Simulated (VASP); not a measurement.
A run of VASP 6.6.1:

The input POSCAR:

```
TiO2
1.0
    3.7557524450      0.0000000000      0.0000000000
    0.0000000000      3.7557524450      0.0000000000
    0.0000000000      0.0000000000      2.6520521739
Ti O
2 4
Direct
    0.0000000000      0.0000000000      0.0000000000
    0.5000000000      0.5000000000      0.5000000000
    0.3037973489      0.3037973489      0.0000000000
    0.6962026511      0.6962026511      0.0000000000
    0.8037973489      0.1962026511      0.5000000000
    0.1962026511      0.8037973489      0.5000000000
```

File INCAR.step1:

```
  PREC = Accurate
  ENCUT = 520
  EDIFF = 1E-6
  ISMEAR = -1
  SIGMA = 0.1
  LREAL = False
  LASPH = True
  NELM = 80
  ALGO = Normal
  ISIF = 2
  LWAVE = False
  LCHARG = True
  LMAXMIX = 4
  GGA = CA
  NBANDS = 33
```

KPOINTS.step1

```
Automatic mesh
0
Gamma
  8 8 11
```

INCAR.step2

```
  PREC = Accurate
  ENCUT = 520
  EDIFF = 1E-6
  ISMEAR = -5
  SIGMA = 0.1
  LREAL = False
  LASPH = True
  NELM = 80
  ALGO = Normal
  ISIF = 2
  LWAVE = False
  LCHARG = False
  LMAXMIX = 4
  GGA = CA
  LORBIT = 10
  NEDOS = 2001
  ICHARG = 11
```

KPOINTS.step2

```
Automatic mesh
0
Gamma
  12 12 17
```

Potentials or basis: VASP PAW LDA potentials, release 64 (Ti_sv, O).

Launch:

```bash
$ cat potpaw_LDA.64/Ti_sv/POTCAR potpaw_LDA.64/O/POTCAR > POTCAR
$ cp INCAR.step1 INCAR
$ cp KPOINTS.step1 KPOINTS
$ mpirun -np 1 vasp_std > vasp.out
$ cp INCAR.step2 INCAR
$ cp KPOINTS.step2 KPOINTS
$ mpirun -np 1 vasp_std > vasp.out
```

Hardware: 1 thread of Intel(R) Xeon(R) 6975P-C (Granite Rapids) (shared host).

**Question.** How long does it take, and how much memory?

**Answer.** Wall time 90 s on 1 thread of Intel(R) Xeon(R) 6975P-C (Granite Rapids) (shared host), peak memory 0.31 GiB. Counts: k points 252.
